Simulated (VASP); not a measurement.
A run of VASP 6.6.1 is set up as follows.

Contents of INCAR:

```
SYSTEM = Pd2S
PREC     = Accurate       ! precision mode
ENCUT    = 600            ! plane-wave cutoff, eV
EDIFF    = 1E-6           ! SCF threshold, eV
ISMEAR   = 0              ! smearing method
SIGMA    = 0.1            ! smearing width, eV
LREAL    = .False.        ! projectors in reciprocal space
LASPH    = .True.         ! aspherical terms in the spheres
NELM     = 80             ! most SCF steps
ALGO     = Normal         ! electronic algorithm
ISIF     = 3              ! what is computed and relaxed
LWAVE    = .False.        ! write WAVECAR
LCHARG   = .False.        ! write CHGCAR
GGA      = PE             ! functional
IBRION   = 2              ! ionic algorithm
NSW      = 100            ! ionic steps
EDIFFG   = -0.01          ! ionic threshold
```

The input KPOINTS:

```
Automatic mesh
0
Gamma
  12 12 16
  0 0 0
```

POSCAR

```
Pd2S
1.0
    4.4440067072      0.0000000000      0.0000000000
   -2.2220033536      3.8486227030      0.0000000000
    0.0000000000      0.0000000000      2.8393645175
Pd S
2 1
Direct
    0.3333333333      0.6666666667      0.5000000000
    0.6666666667      0.3333333333      0.5000000000
    0.0000000000      0.0000000000      0.0000000000
```

Potentials or basis: VASP PAW PBE potentials, release 64 (Pd, S).

Launch:

```bash
$ cat potpaw_PBE.64/Pd/POTCAR potpaw_PBE.64/S/POTCAR > POTCAR
$ mpirun -np 1 vasp_std > vasp.out
```

**Question.** Estimate the relaxed cell.

**Answer.** a = 4.484 Å, b = 4.484 Å, c = 2.755 Å, α = 90.00°, β = 90.00°, γ = 120.00°.

**Question.** Estimate the relaxed volume.

**Answer.** 15.99 Å³/atom.

**Question.** What does it give for the space group after relaxing (to 0.05 Å)?

**Answer.** P6/mmm (No. 191).

**Question.** Estimate the band gap on the k mesh.

**Answer.** Zero (band 13 reaches 8.97 eV, above the bottom of band 14 at 7.75 eV).

The path:
| step | energy change (eV) | largest force (eV/Å) | pressure (GPa) | volume (Å³) |
| --- | --- | --- | --- | --- |
| 1 | 0.0000 | 0.0000 | -0.69 | 48.56 |
| 2 | -0.0172 | 0.0000 | 0.04 | 48.07 |
| 3 | -0.0207 | 0.0000 | 0.59 | 47.77 |
| 4 | -0.0207 | 0.0000 | 0.66 | 47.75 |
| 5 | -0.0207 | 0.0000 | -0.60 | 48.21 |
| 6 | -0.0212 | 0.0000 | 0.03 | 47.97 |
